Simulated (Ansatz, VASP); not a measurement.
Be4B2Se in VASP and in Ansatz

Contents of INCAR:

```
SYSTEM = Be4B2Se
PREC = Accurate ; ENCUT = 600
EDIFF = 1E-6 ; ISMEAR = 0
SIGMA = 0.1 ; LREAL = .FALSE.
LASPH = .TRUE. ; NELM = 60
ALGO = Normal ; ISIF = 3
LWAVE = .FALSE. ; LCHARG = .FALSE.
GGA = PE ; IBRION = 2
NSW = 90 ; EDIFFG = -0.04
```

KPOINTS

```
Automatic mesh
0
G
  6 6 4
  0 0 0
```

The input POSCAR:

```
Be4B2Se
1.0
    3.8771720700      0.0000000000      0.0000000000
   -1.9385860300      3.3577295000      0.0000000000
    0.0000000000      0.0000000000      6.7622730500
Be B Se
4 2 1
Direct
    0.5000000000      0.0000000000      0.0000000000
    0.0000000000      0.5000000000      0.0000000000
    0.5000000000      0.5000000000      0.0000000000
    0.0000000000      0.0000000000      0.0000000000
    0.0000000000      0.0000000000      0.7846798200
    0.0000000000      0.0000000000      0.2153201800
    0.0000000000      0.0000000000      0.5000000000
```

Input for Ansatz:

```yaml
crystal:
  lattice:
    - [3.87717207, 0.0, 0.0]
    - [-1.93858603, 3.3577295, 0.0]
    - [0.0, 0.0, 6.76227305]
  atoms:
    - { symbol: Be, position: [0.5, 0.0, 0.0] }
    - { symbol: Be, position: [0.0, 0.5, 0.0] }
    - { symbol: Be, position: [0.5, 0.5, 0.0] }
    - { symbol: Be, position: [0.0, 0.0, 0.0] }
    - { symbol: B, position: [0.0, 0.0, 0.78467982] }
    - { symbol: B, position: [0.0, 0.0, 0.21532018] }
    - { symbol: Se, position: [0.0, 0.0, 0.5] }
basis:
  ecutwfc: 420
kpoints:
  mp_grid: { grid: [6, 6, 4] }
hamiltonian:
  xc: pbe
scf:
  occupations: { method: gaussian, width: 0.1 }
  lower_state_search: "off"
output:
  forces: true
  stress: true
  eigenvalues: true
relax:
  adjacent_minimum: "off"
  f_tol: 0.04
  max_steps: 70
  cell: { stress_tol: 0.4 }
```

Alike in both runs: task relaxation of cell and atoms; functional PBE; k mesh 6 × 6 × 4; occupations gaussian, width 0.1 eV; no spin polarisation.

|  | VASP | Ansatz |
| --- | --- | --- |
| version | VASP 6.6.1 | Ansatz 0.2.0 |
| potentials or method | VASP PAW PBE potentials, release 64 (Be, B, Se), cutoff 600 eV | scalar-relativistic, plane waves, PAW |
| valence electrons in the cell | 20 | 30 |

```csv
,VASP,Ansatz,Ansatz less VASP
"gap on the k mesh at the Fermi level, each at its own relaxed structure (eV)",none,none,-
relaxed volume (Å³/atom),15.16,15.14,-0.025
relaxed cell length with the largest relative difference (Å),7.017,7.008,-0.0086
```

A gap of «none» marks a metal or a gap that the smearing closes. VASP's potentials hold 20 valence electrons a cell and Ansatz's 30, so a difference there can come from the potentials and not from the codes.

Noted on VASP's run: the volume moved by over 15 % at a fixed basis, so the end points are rough.
